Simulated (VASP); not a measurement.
TaC2: single point with PBE

The system is TaC2.

```
Ta C
1.0
     4.23882    0.00000    0.00000
     0.00000    4.23882    0.00000
     0.00000    0.00000    2.74570
Ta C
1 2
Direct
  0.00000 0.00000 0.50000
  0.00000 0.50000 0.50000
  0.50000 0.00000 0.50000
```

The cell was built from a structure type or drawn by symmetry, and may not be a known phase.

```
Program                : VASP 6.6.1
Task                   : single point
Functional             : PBE
Potentials or basis    : VASP PAW PBE potentials, release 64 (Ta_sv_GW, C)
Cutoff                 : 600 eV
k mesh                 : 12 × 12 × 16
Occupations            : gaussian, width 0.1 eV
Spin                   : no spin polarisation
Dipole correction      : no
Further INCAR settings : ALGO = Normal; EDIFF = 1e-06; NBANDS = 18
```

* Pressure: -0.1 GPa
* Band gap on the k mesh: zero (an odd number of electrons rules out a gap without spin polarisation)

Stress tensor (GPa, compression positive):
```
-0.04  0.00  0.00
 0.00 -0.04  0.00
 0.00  0.00 -0.21
```

Levels at points of the mesh, in eV from the Fermi level:
```tsv
k point	band 7	band 8	band 9	band 10	band 11	band 12	band 13	band 14	band 15	band 16
(0.00, 0.00, 0.00)	-2.54	-1.41	-1.41	1.30	1.30	1.33	2.73	3.38	4.49	4.49
(0.50, 0.00, 0.00)	-4.39	-2.41	-2.00	-0.43	-0.35	1.47	3.06	4.51	5.32	7.19
(0.50, 0.50, 0.00)	-5.08	-4.05	-3.82	-2.31	1.49	1.49	2.27	5.99	7.20	7.20
(0.00, 0.00, 0.50)	-3.11	-1.05	-0.51	-0.51	0.02	0.02	2.06	2.06	2.36	7.49
(0.50, 0.00, 0.50)	-3.98	-3.39	-2.17	-0.81	-0.41	0.84	0.88	4.00	5.87	6.94
(0.50, 0.50, 0.50)	-3.86	-3.86	-3.65	-3.17	-2.54	2.91	4.03	4.03	4.87	6.76
```

Wall time 99 s on 1 thread of Intel(R) Xeon(R) 6975P-C (Granite Rapids), on a shared host, peak memory 0.41 GiB.

Caveat: spin-orbit coupling is left out, which moves the levels of the heavy elements.
